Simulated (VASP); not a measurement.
## Ag: single point with PBEsol

Crystal: Ag.

```
CELL_PARAMETERS angstrom
-1.61256 1.62465 1.62465
1.61256 -1.60046 1.60046
1.61256 1.60046 -1.60046
ATOMIC_POSITIONS crystal
Ag 0.00000 0.00000 0.00000
```

This cell differs from its parent crystal: strain +0.0150 x Voigt [0, 0, 0, 1, 0, 0].

| Property | Result |
| --- | --- |
| Program | VASP 6.6.1 |
| Task | single point |
| Functional | PBEsol |
| Potentials or basis | VASP PAW PBE potentials, release 64 (Ag) |
| Cutoff | 520 eV |
| k mesh | 26 × 26 × 26 |
| Occupations | gaussian, width 0.15 eV |
| Spin | no spin polarisation |
| Dipole correction | no |
| Further INCAR settings | ALGO = Fast; EDIFF = 1e-07; NBANDS = 12 |

- Pressure: -0.2 GPa

Stress tensor (GPa, compression positive):
```
-0.17  0.00  0.00
 0.00 -0.21 -0.81
 0.00 -0.81 -0.21
```

Levels at points of the mesh, in eV from the Fermi level:
| k point | band 3 | band 4 | band 5 | band 6 | band 7 | band 8 | band 9 | band 10 |
| --- | --- | --- | --- | --- | --- | --- | --- | --- |
| (0.00, 0.00, 0.00) | -4.96 | -4.89 | -3.57 | -3.57 | 17.86 | 18.00 | 18.14 | 24.36 |
| (0.50, 0.00, 0.00) | -3.61 | -3.40 | -2.55 | -0.26 | 4.08 | 13.46 | 14.72 | 20.33 |
| (0.00, 0.50, 0.00) | -3.63 | -3.44 | -2.52 | -0.17 | 4.24 | 13.34 | 14.63 | 20.19 |
| (0.00, 0.50, 0.50) | -3.65 | -3.48 | -2.49 | -0.08 | 4.41 | 13.28 | 14.47 | 20.11 |
| (0.50, 0.50, 0.50) | -2.83 | -2.77 | -2.72 | 6.88 | 6.90 | 6.92 | 13.05 | 13.70 |

Run time: 5 min on 1 thread of Intel Xeon 6975P-C, on a shared host, peak memory 0.56 GiB.

Caveat: the cell differs from its parent crystal (strain +0.0150 x Voigt [0, 0, 0, 1, 0, 0]); the PAW data sets were made with another functional, which shifts forces and pressure a little.
